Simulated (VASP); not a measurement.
Input of a VASP 6.6.1 run:

The input INCAR:

```
SYSTEM = Nb2CN
PREC = Accurate
ENCUT = 520
EDIFF = 1E-6
ISMEAR = 1
SIGMA = 0.1
LREAL = .False.
LASPH = .True.
NELM = 60
ALGO = Normal
ISIF = 2
LWAVE = .False.
LCHARG = .False.
GGA = PS
NBANDS = 26
```

Contents of KPOINTS:

```
regular mesh
0
Gamma
  8 8 8
  0 0 0
```

Contents of POSCAR:

```
Nb2CN
1.0
    1.5476683116      0.8935468841      5.0568298390
   -1.5476683116      0.8935468841      5.0568298390
    0.0000000000     -1.7870937681      5.0568298390
Nb C N
2 1 1
Direct
    0.7434040000      0.7434040000      0.7434040000
    0.2565960000      0.2565960000      0.2565960000
    0.0000000000      0.0000000000      0.0000000000
    0.5000000000      0.5000000000      0.5000000000
```

Potentials or basis: VASP PAW PBE potentials, release 64 (Nb_sv, C, N).

Command:

```sh
$ cat potpaw_PBE.64/Nb_sv/POTCAR potpaw_PBE.64/C/POTCAR potpaw_PBE.64/N/POTCAR > POTCAR
$ mpirun -np 1 vasp_std > vasp.out
```

Question: Estimate the pressure.

Answer: 11.6 GPa.

Question: Predict the largest force.

Answer: 0.516 eV/Å.

Forces on the atoms (eV/Å):
```
Nb   0.000  0.000  0.516
Nb   0.000  0.000 -0.516
C    0.000  0.000  0.000
N    0.000  0.000  0.000
```

Caveat: the PAW data sets were made with another functional, which shifts forces and pressure a little.
